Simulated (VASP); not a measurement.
# WBr2F2 (P-6m2) in VASP: a series of runs, part 2 of 2

VASP 6.6.1. The steps go on from the part before.

**3. Single point, PBE, collinear spin**

This run uses another cell than the first one, of 25.22 Å³/atom.

The input, INCAR:

```
SYSTEM = WBr2F2
ALGO = Normal ; EDIFF = 1E-6
ENCUT = 520 ; GGA = PE
ISIF = 2 ; ISMEAR = 0
ISPIN = 2 ; LASPH = .True.
LCHARG = .True. ; LELF = .True.
LMAXMIX = 4 ; LORBIT = 11
LREAL = .False. ; LVHAR = .True.
LWAVE = .False. ; MAGMOM = 1.91 1.23 -0.02 0.4 0.4
NBANDS = 33 ; NELM = 150
PREC = Accurate ; SIGMA = 0.1
```

The input, KPOINTS:

```
k-points
0
Gamma
  6 6 2
  0 0 0
```

The input, POSCAR:

```
WBr2F2
1.0
    4.2071227000      0.0000000000      0.0000000000
   -2.1035613500      3.6434751300      0.0000000000
    0.0000000000      0.0000000000      8.2269211700
W Br F
1 2 2
Direct
    0.6666666700      0.3333333300      0.0000000000
    0.6666666700      0.3333333300      0.5000000000
    0.3333333300      0.6666666700      0.0000000000
    0.0000000000      0.0000000000      0.7055339800
    0.0000000000      0.0000000000      0.2944660200
```

Potentials or basis: VASP PAW PBE potentials, release 64 (W_sv, Br, F).

Launch:

```console
$ cat potpaw_PBE.64/W_sv/POTCAR potpaw_PBE.64/Br/POTCAR potpaw_PBE.64/F/POTCAR > POTCAR
$ mpirun -np 1 vasp_std > vasp.out
```

OUTCAR:

```text
SYSTEM = WBr2F2
   EDIFF = 1E-6
   ENCUT = 520
   GGA = PE
   ISIF = 2
   ISMEAR = 0
   ISPIN = 2
   LASPH = .True.
   LORBIT = 11
   LREAL = .False.
   NELM = 150
   PREC = Accurate

 ion  position               nearest neighbor table
   1  0.667  0.333  0.000-   3 2.43   3 2.43   3 2.43
   2  0.667  0.333  0.500-
   3  0.333  0.667  0.000-   1 2.43   1 2.43   1 2.43
   4  0.000  0.000  0.706-
   5  0.000  0.000  0.294-

  LATTYP: Found a hexagonal cell.
 ALAT       =     4.2071227000
 C/A-ratio  =     1.9554745028

  Lattice vectors:

 A1 = (   4.2071227000,   0.0000000000,   0.0000000000)
 A2 = (  -2.1035613500,   3.6434751300,   0.0000000000)
 A3 = (   0.0000000000,   0.0000000000,   8.2269211700)

Analysis of symmetry for initial positions (statically):
=====================================================================
 Subroutine PRICEL returns:
 Original cell was already a primitive cell.

[... 1202 lines left out ...]
  Direction    XX          YY          ZZ          XY          YZ          ZX
  --------------------------------------------------------------------------------------
  -------------------------------------------------------------------------------------
  Total       -2.2523261     -2.2523261     -7.5296920      0.0000000      0.0000000      0.0000000
  in kB      -28.6156438    -28.6156437    -95.6642062      0.0000000      0.0000000      0.0000000
  external PRESSURE =     -50.9651646 kB  Pullay stress =       0.0000000 kB

 VOLUME and BASIS-vectors are now :
 -----------------------------------------------------------------------------
  energy-cutoff  :      520.00
  volume of cell :      126.11
      direct lattice vectors                 reciprocal lattice vectors
     4.207122700  0.000000000  0.000000000     0.237692141  0.137231622  0.000000000
    -2.103561350  3.643475130  0.000000000     0.000000000  0.274463243  0.000000000
     0.000000000  0.000000000  8.226921170     0.000000000  0.000000000  0.121552155

 POSITION                                       TOTAL-FORCE (eV/Angst)
 -----------------------------------------------------------------------------------
      2.10356      1.21449      0.00000         0.000000     -0.000000      0.000000
      2.10356      1.21449      4.11346         0.000000     -0.000000      0.000000
     -0.00000      2.42898      0.00000        -0.000000     -0.000000      0.000000
      0.00000      0.00000      5.80437        -0.000000      0.000000      1.031534
      0.00000      0.00000      2.42255        -0.000000      0.000000     -1.031534
 -----------------------------------------------------------------------------------
    total drift:                               -0.000029      0.000017      0.000000

  FREE ENERGIE OF THE ION-ELECTRON SYSTEM (eV)
  ---------------------------------------------------
  free  energy   TOTEN  =       -15.6205831077 eV

  energy  without entropy=      -15.5388762866  energy(sigma->0) =      -15.57972970

 total charge

# of ion       s       p       d       tot
------------------------------------------
    1        2.239   6.101   3.419  11.759
    2        1.647   2.916   0.006   4.570
    3        1.601   3.183   0.147   4.931
    4        1.749   4.179   0.000   5.928
    5        1.749   4.179   0.000   5.928
--------------------------------------------------
tot          8.985  20.557   3.572  33.114

 magnetization (x)

# of ion       s       p       d       tot
------------------------------------------
    1        0.002   0.001   0.119   0.123
    2        0.002   0.051  -0.000   0.053
    3        0.000  -0.005   0.005   0.000
    4        0.001   0.090   0.000   0.091
    5        0.001   0.090   0.000   0.091
--------------------------------------------------
tot          0.005   0.229   0.124   0.358
```

OSZICAR:

```text
N       E                     dE             d eps       ncg     rms          rms(c)
DAV:   1     0.341242756345E+03    0.34124E+03   -0.21732E+04  2072   0.116E+03
DAV:   2    -0.242436629828E+01   -0.34367E+03   -0.32813E+03  2191   0.310E+02
DAV:   3    -0.253714176568E+02   -0.22947E+02   -0.22689E+02  2282   0.802E+01
[... 23 lines left out ...]
DAV:  27    -0.156205902005E+02   -0.22039E-04   -0.21143E-04  1858   0.303E-02    0.266E-02
DAV:  28    -0.156205982364E+02   -0.80359E-05   -0.41747E-05  2105   0.202E-02    0.264E-02
DAV:  29    -0.156205822228E+02    0.16014E-04   -0.64583E-05  1966   0.170E-02    0.153E-02
DAV:  30    -0.156205838343E+02   -0.16115E-05   -0.38903E-05  2165   0.167E-02    0.141E-02
DAV:  31    -0.156205831077E+02    0.72659E-06   -0.51625E-06  1612   0.689E-03
   1 F= -.15620583E+02 E0= -.15579730E+02  d E =-.817068E-01  mag=     0.3999
```

stdout:

```text
POSCAR found type information on POSCAR W BrF
 POSCAR found :  3 types and       5 ions
 scaLAPACK will be used
 LDA part: xc-table for (Slater+PW92), standard interpolation
 POSCAR, INCAR and KPOINTS ok, starting setup
 FFT: planning ... GRIDC
 FFT: planning ... GRID_SOFT
 FFT: planning ... GRID
 WAVECAR not read
 entering main loop
```

Wall time 5.4 min (1 thread of Intel Xeon Platinum 8375C at 2.90GHz (Ice Lake), shared host); peak memory 0.35 GiB.

What came out:

* Free energy: -15.6206 eV
* Pressure: -5.1 GPa
* Largest force: 1.032 eV/Å
* Net moment: 0.40 μB per cell
* Site moments: W +0.12; Br +0.05, +0.00; F +0.09 μB
* Valence electrons inside the program's atomic spheres: W 11.76; Br 4.57, 4.93; F 5.93

Forces in eV/Å, atoms in the order of the input:
```
W    0.000  0.000  0.000
Br   0.000  0.000  0.000
Br   0.000  0.000  0.000
F    0.000  0.000  1.032
F    0.000  0.000 -1.032
```

Stress tensor (GPa, compression positive):
```
-2.86  0.00  0.00
 0.00 -2.86  0.00
 0.00  0.00 -9.57
```

Levels at points of the mesh, in eV from the Fermi level:
Spin up:
| k point | band 18 | band 19 | band 20 | band 21 | band 22 | band 23 | band 24 | band 25 |
| --- | --- | --- | --- | --- | --- | --- | --- | --- |
| (0.00, 0.00, 0.00) | -0.83 | -0.30 | -0.30 | -0.06 | 0.00 | 0.00 | 1.11 | 3.11 |
| (0.50, 0.00, 0.00) | -1.05 | -0.37 | -0.30 | -0.30 | -0.03 | 0.30 | 0.37 | 0.85 |
| (0.00, 0.00, 0.50) | -1.48 | -0.31 | -0.31 | 0.00 | 0.00 | 0.26 | 1.35 | 3.11 |
| (0.50, 0.00, 0.50) | -0.79 | -0.49 | -0.45 | -0.33 | 0.13 | 0.21 | 0.42 | 0.88 |
Spin down:
```tsv
k point	band 19	band 20	band 21	band 22	band 23	band 24
(0.00, 0.00, 0.00)	-0.17	-0.17	-0.10	-0.09	-0.09	1.18
(0.50, 0.00, 0.00)	-0.30	-0.23	-0.06	0.07	0.36	0.36
(0.00, 0.00, 0.50)	-0.18	-0.18	-0.09	-0.09	0.31	1.46
(0.50, 0.00, 0.50)	-0.48	-0.41	-0.01	0.12	0.30	0.45
```

Caveat: the k points lie up to 0.38 Å⁻¹ apart; a moment this small can come from the mesh or the smearing; spin-orbit coupling is left out, which moves the levels of the heavy elements; forces of over 1 eV/Å act on the atoms, so gaps and moduli don't describe the material at rest.

**4. Single point, PBE, collinear spin**

This run uses another cell than the first one, of 17.46 Å³/atom.

The input, INCAR:

```
SYSTEM = WBr2F2
ALGO     = Normal         ! electronic algorithm
EDIFF    = 1E-7           ! SCF threshold, eV
ENCUT    = 520            ! plane-wave cutoff, eV
GGA      = PE             ! functional
ISIF     = 2              ! what is computed and relaxed
ISMEAR   = 0              ! smearing method
ISPIN    = 2              ! spin polarisation
LASPH    = .True.         ! aspherical terms in the spheres
LCHARG   = .False.        ! write CHGCAR
LMAXMIX  = 4              ! l up to which the mixer works
LORBIT   = 11             ! projections on sites
LREAL    = .False.        ! projectors in reciprocal space
LWAVE    = .False.        ! write WAVECAR
MAGMOM   = 1.4 0 0 0 0    ! initial moments
NBANDS   = 33             ! bands
NELM     = 150            ! most SCF steps
PREC     = Accurate       ! precision mode
SIGMA    = 0.1            ! smearing width, eV
```

The input, KPOINTS:

```
k-points
0
Gamma
  6 6 4
  0 0 0
```

The input, POSCAR:

```
WBr2F2
1.0
    4.3835045844      0.0000000000      0.0000000000
   -2.1917522922      3.7962263277      0.0000000000
    0.0000000000      0.0000000000      5.2449152239
W Br F
1 2 2
Direct
    0.6666666667      0.3333333333      0.0000000000
    0.6666666667      0.3333333333      0.5000000000
    0.3333333333      0.6666666667      0.0000000000
    0.0000000000      0.0000000000      0.7841566568
    0.0000000000      0.0000000000      0.2158433432
```

Launch:

```console
$ cat potpaw_PBE.64/W_sv/POTCAR potpaw_PBE.64/Br/POTCAR potpaw_PBE.64/F/POTCAR > POTCAR
$ mpirun -np 1 vasp_std > vasp.out
```

Wall time 3.4 min (1 thread of Intel Xeon Platinum 8375C at 2.90GHz (Ice Lake), shared host); peak memory 0.3 GiB.

The run converged. Its results:

```yaml
Free_energy: -21.2275 eV
Pressure: 0.0 GPa
Largest_force: 0.006 eV/Å
Net_moment: 1.95 μB per cell
Site_moments: W +1.59; Br -0.00, -0.01; F +0.04 μB
Valence_electrons_inside_the_program's_atomic_spheres: W 11.55; Br 4.83, 4.89; F 6.01
```

Forces in eV/Å, atoms in the order of the input:
```
W    0.000  0.000  0.000
Br   0.000  0.000  0.000
Br   0.000  0.000  0.000
F    0.000  0.000 -0.006
F    0.000  0.000  0.006
```

Levels at points of the mesh, in eV from the Fermi level:
Spin up:
| k point | band 19 | band 20 | band 21 | band 22 | band 23 | band 24 | band 25 | band 26 |
| --- | --- | --- | --- | --- | --- | --- | --- | --- |
| (0.00, 0.00, 0.00) | -1.37 | -1.18 | -1.14 | -1.14 | -0.56 | 2.24 | 2.24 | 2.24 |
| (0.50, 0.00, 0.00) | -1.65 | -1.32 | -0.64 | -0.64 | -0.32 | -0.20 | 0.91 | 4.42 |
| (0.00, 0.00, 0.50) | -2.06 | -1.89 | 0.13 | 0.13 | 1.27 | 2.19 | 2.19 | 6.43 |
| (0.50, 0.00, 0.50) | -1.44 | -1.22 | -0.68 | 0.09 | 0.42 | 0.91 | 3.17 | 6.72 |
Spin down:
| k point | band 16 | band 17 | band 18 | band 19 | band 20 | band 21 | band 22 | band 23 | band 24 | band 25 |
| --- | --- | --- | --- | --- | --- | --- | --- | --- | --- | --- |
| (0.00, 0.00, 0.00) | -3.10 | -2.55 | -1.32 | -1.32 | -1.11 | 0.08 | 0.08 | 0.52 | 3.08 | 3.16 |
| (0.50, 0.00, 0.00) | -3.40 | -1.73 | -1.66 | -1.58 | -1.24 | 0.29 | 0.50 | 0.75 | 0.97 | 1.66 |
| (0.00, 0.00, 0.50) | -2.95 | -2.95 | -1.84 | -1.84 | -1.82 | 1.18 | 1.18 | 2.12 | 3.12 | 3.12 |
| (0.50, 0.00, 0.50) | -2.71 | -2.60 | -2.11 | -1.31 | -1.06 | 0.30 | 1.22 | 1.55 | 1.66 | 3.87 |

Caveat: spin-orbit coupling is left out, which moves the levels of the heavy elements.

**5. The runs side by side**

| cell | k mesh | gap on the mesh (eV) | pressure (GPa) | moment (μB) | largest force (eV/Å) |
| --- | --- | --- | --- | --- | --- |
| a = 4.389, b = 4.389, c = 5.252 Å, angles 90.0, 90.0, 120.0°, 5 atoms, atomic positions A | 6 × 6 × 2 | none | -1.2 | 1.32 | 0.02 |
| a = 4.207, b = 4.207, c = 8.227 Å, angles 90.0, 90.0, 120.0°, 5 atoms, atomic positions B | 6 × 6 × 2 | none | -5.1 | 0.40 | 1.03 |
| a = 4.384, b = 4.384, c = 5.245 Å, angles 90.0, 90.0, 120.0°, 5 atoms, atomic positions C | 6 × 6 × 4 | none | 0.0 | 1.95 | 0.01 |

Alike in all rows: task single point; level PBE; potentials or basis VASP PAW PBE potentials, release 64 (W_sv, Br, F); spin collinear; cutoff (eV) 520; smearing gaussian 0.1 eV.

Caveats: some runs use coarse meshes; spin-orbit coupling is left out, which moves the levels of the heavy elements; a moment this small can come from the mesh or the smearing (at least some runs); forces of over 1 eV/Å act on the atoms, so gaps and moduli don't describe the material at rest (at least some runs).

Total energies depend on the potentials used, so only differences within one code and one set of settings carry meaning.
